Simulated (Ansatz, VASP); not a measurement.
**One calculation of Sb, two programs**

INCAR

```
PREC = Accurate
ENCUT = 520
EDIFF = 1E-7
ISMEAR = 0
SIGMA = 0.1
LREAL = F
LASPH = T
NELM = 80
ALGO = Normal
ISIF = 2
LWAVE = F
LCHARG = T
GGA = PE
LELF = T
LVHAR = T
NBANDS = 12
```

The input KPOINTS:

```
Automatic mesh
0
Gamma
  12 12 8
```

File POSCAR:

```
Sb
1.0
    3.5187859275      0.0331172718      0.0119262606
   -1.7307125651      3.0022648511     -0.0351395277
    0.0188682000     -0.0533000000      5.4619708000
Sb
2
Direct
    0.3496347804      0.6826830375      0.2547317073
    0.6503652196      0.3173169625      0.7452682927
```

Input for Ansatz:

```yaml
crystal:
  lattice:
    - [3.5187859275, 0.0331172718, 0.0119262606]
    - [-1.7307125651, 3.0022648511, -0.0351395277]
    - [0.0188682, -0.0533, 5.4619708]
  atoms:
    - { symbol: Sb, position: [0.3496347804, 0.6826830375, 0.2547317073] }
    - { symbol: Sb, position: [0.6503652196, 0.3173169625, 0.7452682927] }
basis:
  ecutwfc: 420
kpoints:
  mp_grid: { grid: [12, 12, 8] }
hamiltonian:
  xc: pbe
scf:
  occupations: { method: gaussian, width: 0.1 }
output:
  forces: true
  stress: true
  eigenvalues: true
```

Change from the starting cell: all atoms moved at random, cell strained at random.

Alike in both runs: task single point; functional PBE; k mesh 12 × 12 × 8; occupations gaussian, width 0.1 eV; no spin polarisation.

|  | VASP | Ansatz |
| --- | --- | --- |
| version | VASP 6.6.1 | Ansatz 0.2.0 |
| potentials or method | VASP PAW PBE potentials, release 64 (Sb), cutoff 520 eV | scalar-relativistic, plane waves, PAW |
| valence electrons in the cell | 10 | 30 |

Ansatz gave:

- gap on the k mesh at the Fermi level (eV): none
- pressure (GPa): -2.7
- traceless stress, the component that is largest in VASP (GPa): 1.41
- rms of the force components (eV/Å): 0.015

Question: What did VASP give for the same quantities?

Answer: gap on the k mesh at the Fermi level (eV): none; pressure (GPa): -2.8; traceless stress, the component that is largest in VASP (GPa): 1.40; rms of the force components (eV/Å): 0.015.

Atom by atom the forces differ by 0.000 eV/Å (rms over components). A gap of «none» marks a metal or a gap that the smearing closes. VASP's potentials hold 10 valence electrons a cell and Ansatz's 30, so a difference there can come from the potentials and not from the codes.

Neither program's run includes spin-orbit coupling.
